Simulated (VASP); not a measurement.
NbGa2, 3 atoms in the cell. The typed cell holds 3 atoms: a = 4.199 Å, b = 4.199 Å, c = 4.019 Å, α = 90.00°, β = 90.00°, γ = 60.00°. 

```yaml
Program: VASP 6.6.1
Task: single point
Functional: r2SCAN
Potentials_or_basis: VASP PAW PBE potentials, release 64 (Nb_sv, Ga_d)
Cutoff: 520 eV
k_mesh: 9 × 9 × 8
Occupations: fermi-dirac, width 0.1 eV
Spin: no spin polarisation
Dipole_correction: no
Further_INCAR_settings: ALGO = Normal; EDIFF = 1e-06; NBANDS = 26
```

Potentials or basis: VASP PAW PBE potentials, release 64 (Nb_sv, Ga_d).

Command:

```bash
$ cat potpaw_PBE.64/Nb_sv/POTCAR potpaw_PBE.64/Ga_d/POTCAR > POTCAR
$ cp INCAR.step1 INCAR
$ mpirun -np 1 vasp_std > vasp.out
$ cp INCAR.step2 INCAR
$ mpirun -np 1 vasp_std > vasp.out
```

Hardware: 1 thread of Intel(R) Xeon(R) 6975P-C (Granite Rapids), with other jobs on the host.

Problem. How long does it take, and how much memory?

Solution. Run time: 4.6 min on 1 thread of Intel(R) Xeon(R) 6975P-C (Granite Rapids), with other jobs on the host, peak memory 0.32 GiB. Counts: k points 125.
